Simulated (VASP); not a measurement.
Crystal: Li.

```
Li
1.0
     3.03914    0.00000    0.00000
    -1.01305    2.86533    0.00000
    -1.01305   -1.43267    2.48145
Li
1
Direct
  0.00000 0.00000 0.00000
```

* Program: VASP 6.6.1
* Task: relaxation of cell and atoms
* Functional: LDA
* Potentials or basis: VASP PAW LDA potentials, release 64 (Li_sv)
* Cutoff: 750 eV
* k mesh: 10 × 10 × 10
* Occupations: fermi-dirac, width 0.1 eV
* Spin: no spin polarisation

At the start: pressure -1.6 GPa; volume 21.61 Å³/atom.

Problem. Where does the relaxation end?

Solution. Over 4 steps the energy falls by 14.9 meV/atom and the volume is 18.94 Å³/atom (-12.4 %); space group Im-3m (No. 229, to 0.1 Å) before and after.

The path:
```
step  energy change (eV)  largest force (eV/Å)  pressure (GPa)  volume (Å³)
   1              0.0000                0.0000           -1.64        21.61
   2             -0.0063                0.0000           -1.31        20.92
   3             -0.0143                0.0000           -0.39        19.47
   4             -0.0149                0.0000            0.02        18.94
```

Final structure:
```xyz
1
Lattice="2.9085 0.0000 0.0000 -0.9695 2.7421 0.0000 -0.9695 -1.3711 2.3748" Properties=species:S:1:pos:R:3 pbc="T T T"
Li    0.0000    0.0000    0.0000
```
